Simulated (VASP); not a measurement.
# KMgF3 in VASP: further runs, part 2 of 3

VASP 6.6.1.

## Step 3: Single point, PBEsol (strain +0.030 along x and y, +0.030 along z)

INCAR reads:

```
SYSTEM = KMgF3
PREC     = Accurate       ! precision mode
ENCUT    = 520            ! plane-wave cutoff, eV
EDIFF    = 1E-6           ! SCF threshold, eV
ISMEAR   = 0              ! smearing method
SIGMA    = 0.05           ! smearing width, eV
LREAL    = .FALSE.        ! projectors in reciprocal space
LASPH    = .TRUE.         ! aspherical terms in the spheres
NELM     = 60             ! most SCF steps
ALGO     = Normal         ! electronic algorithm
ISIF     = 2              ! what is computed and relaxed
LWAVE    = .FALSE.        ! write WAVECAR
LCHARG   = .FALSE.        ! write CHGCAR
GGA      = PS             ! functional
NBANDS   = 24             ! bands
```

KPOINTS reads:

```
regular mesh
0
G
  6 6 6
  0 0 0
```

POSCAR reads:

```
KMgF3
1.0
    4.1054770000      0.0000000000      0.0000000000
    0.0000000000      4.1054770000      0.0000000000
    0.0000000000      0.0000000000      4.1054770000
K Mg F
1 1 3
Direct
    0.5000000000      0.5000000000      0.5000000000
    0.0000000000      0.0000000000      0.0000000000
    0.5000000000      0.0000000000      0.0000000000
    0.0000000000      0.5000000000      0.0000000000
    0.0000000000      0.0000000000      0.5000000000
```

Potentials or basis: VASP PAW PBE potentials, release 64 (K_sv, Mg, F).

Started as:

```sh
> cat potpaw_PBE.64/K_sv/POTCAR potpaw_PBE.64/Mg/POTCAR potpaw_PBE.64/F/POTCAR > POTCAR
> mpirun -np 1 vasp_std > vasp.out
```

OUTCAR:

```text
SYSTEM = KMgF3
   PREC = Accurate
   ENCUT = 520
   EDIFF = 1E-6
   ISMEAR = 0
   LREAL = .FALSE.
   LASPH = .TRUE.
   NELM = 60
   ISIF = 2
   GGA = PS

 ion  position               nearest neighbor table
   1  0.500  0.500  0.500-   2 3.56   2 3.56   2 3.56   2 3.56   2 3.56   2 3.56   2 3.56   2 3.56

   2  0.000  0.000  0.000-   3 2.05   4 2.05   5 2.05   5 2.05   4 2.05   3 2.05   1 3.56   1 3.56
                             1 3.56   1 3.56   1 3.56   1 3.56   1 3.56   1 3.56
   3  0.500  0.000  0.000-   2 2.05   2 2.05
   4  0.000  0.500  0.000-   2 2.05   2 2.05
   5  0.000  0.000  0.500-   2 2.05   2 2.05

  LATTYP: Found a simple cubic cell.
 ALAT       =     4.1054770000

  Lattice vectors:

 A1 = (   4.1054770000,   0.0000000000,   0.0000000000)
 A2 = (   0.0000000000,   4.1054770000,   0.0000000000)
 A3 = (   0.0000000000,   0.0000000000,   4.1054770000)

Analysis of symmetry for initial positions (statically):
=====================================================================
 Subroutine PRICEL returns:
 Original cell was already a primitive cell.

 Routine SETGRP: Setting up the symmetry group for a
 simple cubic supercell.

 Subroutine GETGRP returns: Found 48 space group operations
 (whereof 48 operations were pure point group operations)
 out of a pool of 48 trial point group operations.

The static configuration has the point symmetry O_h .

Analysis of symmetry for dynamics (positions and initial velocities):
=====================================================================
 Subroutine PRICEL returns:
 Original cell was already a primitive cell.

 Routine SETGRP: Setting up the symmetry group for a
 simple cubic supercell.

 Subroutine GETGRP returns: Found 48 space group operations
 (whereof 48 operations were pure point group operations)
 out of a pool of 48 trial point group operations.

The dynamic configuration has the point symmetry O_h .

 Subroutine INISYM returns: Found 48 space group operations
 (whereof 48 operations are pure point group operations),
 and found     1 'primitive' translations

----------------------------------------------------------------------------------------

                                     Primitive cell

  volume of cell :      69.1976

  direct lattice vectors                    reciprocal lattice vectors
     4.105477000  0.000000000  0.000000000     0.243577056  0.000000000  0.000000000
     0.000000000  4.105477000  0.000000000     0.000000000  0.243577056  0.000000000
     0.000000000  0.000000000  4.105477000     0.000000000  0.000000000  0.243577056

  length of vectors
     4.105477000  4.105477000  4.105477000     0.243577056  0.243577056  0.243577056

  position of ions in fractional coordinates (direct lattice)
     0.500000000  0.500000000  0.500000000
     0.000000000  0.000000000  0.000000000
     0.500000000  0.000000000  0.000000000
     0.000000000  0.500000000  0.000000000
     0.000000000  0.000000000  0.500000000

  ion indices of the primitive-cell ions
   primitive index   ion index
                 1           1
                 2           2
                 3           3
                 4           4
                 5           5

[... 23 lines left out ...]

 Found     20 irreducible k-points:

 Following reciprocal coordinates:
            Coordinates               Weight
  0.000000  0.000000  0.000000      1.000000
  0.166667  0.000000  0.000000      6.000000
  0.333333  0.000000  0.000000      6.000000
  0.500000  0.000000  0.000000      3.000000
  0.166667  0.166667  0.000000     12.000000
  0.333333  0.166667  0.000000     24.000000
[... 12 lines left out ...]
  0.500000  0.500000  0.333333      6.000000
  0.500000  0.500000  0.500000      1.000000
   k-points           NKPTS =     20   k-points in BZ     NKDIM =     20   number of bands    NBANDS=     24
   number of dos      NEDOS =    301   number of ions     NIONS =      5
   total plane-waves  NPLWV =  32768
   dimension x,y,z NGX =    32 NGY =   32 NGZ =   32
   dimension x,y,z NGXF=    64 NGYF=   64 NGZF=   64
   ions per type =               1   1   3
   NGX,Y,Z   is equivalent  to a cutoff of  12.96, 12.96, 12.96 a.u.
   NGXF,Y,Z  is equivalent  to a cutoff of  25.92, 25.92, 25.92 a.u.
 SYSTEM =  KMgF3
   PREC   = accura    normal or accurate (medium, high low for compatibility)
   ISTART =      0    job   : 0-new  1-cont  2-samecut
   ICHARG =      2    charge: 1-file 2-atom 10-const
   ISPIN  =      1    spin polarized calculation?
   LNONCOLLINEAR =      F non collinear calculations
   LSORBIT =      F    spin-orbit coupling
   LASPH  =      T    aspherical Exc in radial PAW
   ENCUT  =  520.0 eV  38.22 Ry    6.18 a.u.   7.63  7.63  7.63*2*pi/ulx,y,z
   NELM   =     60;   NELMIN=  2; NELMDL= -5     # of ELM steps
   EDIFF  = 0.1E-05   stopping-criterion for ELM
   LREAL  =      F    real-space projection
   EDIFFG = 0.1E-04   stopping-criterion for IOM
   NSW    =      0    number of steps for IOM
   IBRION =     -1    ionic relax: 0-MD 1-quasi-New 2-CG
   NFREE  =      0    steps in history (QN), initial steepest desc. (CG)
   ISIF   =      2    stress and relaxation
   ISYM   =      2    0-nonsym 1-usesym 2-fastsym
   POTIM  = 0.5000    time-step for ionic-motion
   TEBEG  =    0.0;   TEEND  =   0.0 temperature during run
   PSTRESS=    0.0 pullay stress
   NELECT =      32.0000    total number of electrons
   NUPDOWN=      -1.0000    fix difference up-down
   EMIN   =  10.00;   EMAX   =-10.00  energy-range for DOS
   EFERMI =   0.00;   METHOD = LEGACY
   ISMEAR =     0;   SIGMA  =   0.05  broadening in eV -4-tet -1-fermi 0-gaus
   EFERMI_NEDOS =   21; number of points for ismear=-14 and -15
   IALGO  =     38    algorithm
   IMIX   =      4    mixing-type and parameters
     AMIX     =   0.40;   BMIX     =  1.00
     AMIX_MAG =   1.60;   BMIX_MAG =  1.00
  volume/ion in A,a.u.               =      13.84        93.39
  Fermi-wavevector in a.u.,A,eV,Ry     =   1.265983  2.392361 21.806233  1.602713
  Thomas-Fermi vector in A             =   2.399208
   LORBIT       =      0    0 simple, 1 ext, 2 COOP (PROOUT), +10 PAW based schemes
   GGA     = PS    functional components
   LHFCALC =     F    Hartree Fock is set to
   AEXX    =    0.0000 exact exchange contribution
   IVDW    =     0    specifies the selected vdW correction
   LEPSILON=     F    determine dielectric tensor
   LRPA    =     F    only Hartree local field effects (RPA)
 non-spin polarized calculation
 Gauss-broadening in eV      SIGMA  =   0.05
  energy-cutoff  :      520.00
  volume of cell :       69.20
 maximum number of plane-waves:      1888
 NGX is ok and might be reduce to    32
   NGX = 15   NGY = 15   NGZ = 15

 number of electron      32.0000039 magnetization

 Free energy of the ion-electron system (eV)
  ---------------------------------------------------
  ext. energy  EPLUGINS =         0.00000000
  ---------------------------------------------------
  free energy    TOTEN  =       -25.16507630 eV

  energy without entropy =      -25.16507630  energy(sigma->0) =      -25.16507630

 E-fermi :  -1.7825     XC(G=0):  -9.4923

 val. band max:       -2.1228142992   @ k =   0.5000   0.5000   0.5000
 cond. band min:       4.3803921749   @ k =   0.0000   0.0000   0.0000
 fundamental gap:      6.5032064741
 Fermi energy:        -1.7825030777

 k-point     1 :       0.0000    0.0000    0.0000
  band No.  band energies     occupation
      1     -27.7893      2.00000
      2     -21.9090      2.00000
      3     -21.3531      2.00000
      4     -21.3531      2.00000
      5     -11.3393      2.00000
      6     -11.3393      2.00000
[... 529 lines left out ...]
     23      11.7311      0.00000
     24      11.9895      0.00000

------------------------ aborting loop because EDIFF is reached ----------------------------------------

  FORCE on cell =-STRESS in cart. coord.  units (eV):
  Direction    XX          YY          ZZ          XY          YZ          ZX
  --------------------------------------------------------------------------------------
  -------------------------------------------------------------------------------------
  Total       -2.3624499     -2.3624499     -2.3624499     -0.0000000     -0.0000000      0.0000000
  in kB      -54.6993705    -54.6993705    -54.6993705     -0.0000000     -0.0000000      0.0000000
  external PRESSURE =     -54.6993705 kB  Pullay stress =       0.0000000 kB

 VOLUME and BASIS-vectors are now :
 -----------------------------------------------------------------------------
  energy-cutoff  :      520.00
  volume of cell :       69.20
      direct lattice vectors                 reciprocal lattice vectors
     4.105477000  0.000000000  0.000000000     0.243577056  0.000000000  0.000000000
     0.000000000  4.105477000  0.000000000     0.000000000  0.243577056  0.000000000
     0.000000000  0.000000000  4.105477000     0.000000000  0.000000000  0.243577056

 POSITION                                       TOTAL-FORCE (eV/Angst)
 -----------------------------------------------------------------------------------
      2.05274      2.05274      2.05274         0.000000      0.000000      0.000000
      0.00000      0.00000      0.00000         0.000000      0.000000      0.000000
      2.05274      0.00000      0.00000         0.000000      0.000000      0.000000
      0.00000      2.05274      0.00000         0.000000      0.000000      0.000000
      0.00000      0.00000      2.05274         0.000000      0.000000      0.000000
 -----------------------------------------------------------------------------------
    total drift:                                0.000000      0.000000     -0.000000

  FREE ENERGIE OF THE ION-ELECTRON SYSTEM (eV)
  ---------------------------------------------------
  free  energy   TOTEN  =       -25.1650763001 eV

  energy  without entropy=      -25.1650763001  energy(sigma->0) =      -25.16507630
```

Wall time 35 s (1 thread of Intel Xeon Platinum 8259CL at 2.50GHz (Skylake/Cascade Lake), shared host); peak memory 0.19 GiB.

What came out:

```yaml
Free_energy: -25.1651 eV
Pressure: -5.5 GPa
Band_gap_on_the_k_mesh: 6.50 eV (least direct gap 6.82 eV)
```

Levels at points of the mesh, in eV from the valence-band top:
```csv
k point,band 13,band 14,band 15,band 16,band 17,band 18,band 19,band 20
"(0.00, 0.00, 0.00)",-0.55,-0.32,-0.32,-0.32,6.50,9.83,9.83,11.91
"(0.50, 0.00, 0.00)",-0.78,-0.76,-0.48,-0.48,9.41,9.43,10.78,12.32
"(0.50, 0.50, 0.00)",-0.91,-0.83,-0.83,-0.02,10.27,11.13,11.65,11.65
"(0.50, 0.50, 0.50)",-1.06,0.00,0.00,0.00,9.96,9.96,9.96,13.08
```

Caveat: the cell differs from its parent crystal (strain +0.030 along x and y, +0.030 along z); the cell stands under tension; the PAW data sets were made with another functional, which shifts forces and pressure a little. A k mesh can miss the band edges.

(Part 2 of 3 ends here.)
